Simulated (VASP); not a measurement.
S:

```
CELL_PARAMETERS angstrom
-1.40625 1.40625 1.40625
1.40625 -1.40625 1.40625
1.40625 1.40625 -1.40625
ATOMIC_POSITIONS crystal
S 0.00000 0.00000 0.00000
```

This isn't the form of S at room conditions, which is orthorhombic, of S8 rings.

* Program: VASP 6.6.1
* Task: relaxation of cell and atoms
* Functional: PBE
* Potentials or basis: VASP PAW PBE potentials, release 64 (S)
* Cutoff: 600 eV
* k mesh: 20 × 20 × 20
* Occupations: fermi-dirac, width 0.03 eV
* Spin: no spin polarisation

At the start: pressure 58.0 GPa; volume 11.12 Å³/atom.

Problem. How do energy, volume and symmetry change on relaxing?

Solution. Over 5 steps the energy falls by 631.5 meV/atom and the volume is 15.76 Å³/atom (+41.7 %); space group Im-3m (No. 229, to 0.1 Å) before and after.

Step by step:
```tsv
step	energy change (eV)	largest force (eV/Å)	pressure (GPa)	volume (Å³)
1	0.0000	0.0000	57.96	11.12
2	-0.5101	0.0000	-10.33	18.94
3	-0.6314	0.0000	0.38	15.70
4	-0.6315	0.0000	-0.17	15.80
5	-0.6315	0.0000	0.02	15.76
```

Final structure:
```yaml
crystal:
  lattice:
    - [-1.57948, 1.57948, 1.57948]
    - [1.57948, -1.57948, 1.57948]
    - [1.57948, 1.57948, -1.57948]
  atoms:
    - { symbol: S, position: [0.00000, 0.00000, 0.00000] }
```

Caveat: the volume moved by over 15 % at a fixed basis, so the end points are rough.
